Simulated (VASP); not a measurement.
Here is a VASP 6.6.1 calculation.

Contents of INCAR:

```
PREC = Accurate
ENCUT = 600
EDIFF = 1E-6
ISMEAR = -1
SIGMA = 0.05
LREAL = False
LASPH = True
NELM = 100
ALGO = Normal
ISIF = 3
LWAVE = False
LCHARG = False
GGA = B5
ALDAX = 1.0
AGGAX = 1.0
AGGAC = 1.0
ALDAC = 0.0
IBRION = 2
NSW = 60
EDIFFG = -0.01
```

KPOINTS

```
regular mesh
0
Gamma
  7 7 7
```

File POSCAR:

```
BiTe
1.0
    0.0000000000      3.2350000000      3.2350000000
    3.2350000000      0.0000000000      3.2350000000
    3.2350000000      3.2350000000      0.0000000000
Bi Te
1 1
Direct
    0.0000000000      0.0000000000      0.0000000000
    0.5000000000      0.5000000000      0.5000000000
```

Potentials or basis: VASP PAW PBE potentials, release 64 (Bi_d, Te).

The run is started by

```sh
$ cat potpaw_PBE.64/Bi_d/POTCAR potpaw_PBE.64/Te/POTCAR > POTCAR
$ mpirun -np 1 vasp_std > vasp.out
```

(1) Estimate the relaxed volume.

(2) Predict the space group after relaxing (to 0.05 Å).

## Answers

(1) 37.36 Å³/atom.

(2) Fm-3m (No. 225).

Caveat: the PAW data sets were made with another functional, which shifts forces and pressure a little; the volume moved by +10 % from the deposited cell, more than functionals usually miss.
